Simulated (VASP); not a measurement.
SnO: single point with PBEsol+D3(BJ)

SnO:

```
Sn O
1.0
     3.77039    0.00000    0.00000
     0.00000    3.77039    0.00000
     0.00000    0.00000    4.56337
Sn O
2 2
Direct
  0.00000 0.50000 0.25326
  0.50000 0.00000 0.74674
  0.04220 0.04220 0.00000
  0.50000 0.50000 0.00000
```

This cell differs from its parent crystal: atom 3 (O) moved -0.225 Å towards its neighbour atom 4 (O) at 2.666 Å.

```
Program                : VASP 6.6.1
Task                   : single point
Functional             : PBEsol
Dispersion             : D3(BJ)
Potentials or basis    : VASP PAW PBE potentials, release 64 (Sn_d, O)
Cutoff                 : 600 eV
k mesh                 : 12 × 12 × 10
Occupations            : gaussian, width 0.15 eV
Spin                   : no spin polarisation
Dipole correction      : no
Further INCAR settings : ALGO = Normal; EDIFF = 1e-06; NBANDS = 28
```

```yaml
Pressure: 2.0 GPa
Largest_force: 2.084 eV/Å
Band_gap_on_the_k_mesh: zero (bands 20 and 21 overlap by 0.53 eV)
Dispersion_energy_per_atom: -0.233 eV
```

Forces on the atoms (eV/Å):
```
Sn   0.096  0.585  0.284
Sn   0.585  0.096 -0.284
O   -1.473 -1.473  0.000
O    0.792  0.792  0.000
```

Stress tensor (GPa, compression positive):
```
 2.29  0.76 -1.88
 0.76  2.29  1.88
-1.88  1.88  1.35
```

Levels at points of the mesh, in eV from the Fermi level:
```csv
k point,band 17,band 18,band 19,band 20,band 21,band 22,band 23,band 24
"(0.00, 0.00, 0.00)",-3.73,-3.33,-3.13,0.05,2.22,4.14,4.41,5.33
"(0.50, 0.00, 0.00)",-5.14,-4.63,-3.08,-2.91,3.02,3.85,5.58,5.78
"(0.50, 0.50, 0.00)",-2.62,-2.53,-2.05,-1.97,-0.46,-0.39,4.36,4.44
"(0.00, 0.00, 0.50)",-3.42,-3.15,-2.62,-2.31,1.67,2.40,2.73,3.38
"(0.50, 0.00, 0.50)",-5.23,-4.58,-1.98,-1.68,2.75,2.88,4.95,5.16
"(0.50, 0.50, 0.50)",-3.12,-3.08,-2.62,-2.51,2.06,2.15,4.10,4.58
```

Wall time 23 min on 1 thread of Intel Xeon 8259CL, with other jobs on the host, peak memory 0.75 GiB.

Caveat: the cell differs from its parent crystal (atom 3 (O) moved -0.225 Å towards its neighbour atom 4 (O) at 2.666 Å); semilocal functionals underestimate gaps, and a narrow one can read as zero; the PAW data sets were made with another functional, which shifts forces and pressure a little; spin-orbit coupling is left out, which moves the levels of the heavy elements.
